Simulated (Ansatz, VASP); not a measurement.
## One calculation of Ga3Se, two programs

```xyz
4
Lattice="4.4325 0.0000 0.0000 0.0000 4.4325 0.0000 0.0000 0.0000 4.4325" Properties=species:S:1:pos:R:3 pbc="T T T"
Ga    0.0000    2.2162    2.2162
Ga    2.2162    0.0000    2.2162
Ga    2.2162    2.2162    0.0000
Se    0.0000    0.0000    0.0000
```

Alike in both runs: task single point; functional PBE; k mesh 5 × 5 × 5; no spin polarisation.

|  | VASP | Ansatz |
| --- | --- | --- |
| version | VASP 6.6.1 | Ansatz 0.2.0 |
| potentials or method | VASP PAW PBE potentials, release 64 (Ga_d, Se) | plane waves, PAW |
| plane-wave cutoff (eV) | 520 | 420 |
| occupations | methfessel-paxton of order 1, width 0.1 eV | cold |
| valence electrons in the cell | 45 | 55 |

Ansatz gave:

* pressure (GPa): -0.2

Task: Estimate VASP's values.

Result: Pressure (GPa): -0.3.

VASP's potentials hold 45 valence electrons a cell and Ansatz's 55, so a difference there can come from the potentials and not from the codes. Ansatz's warnings: stress scf threshold loose.
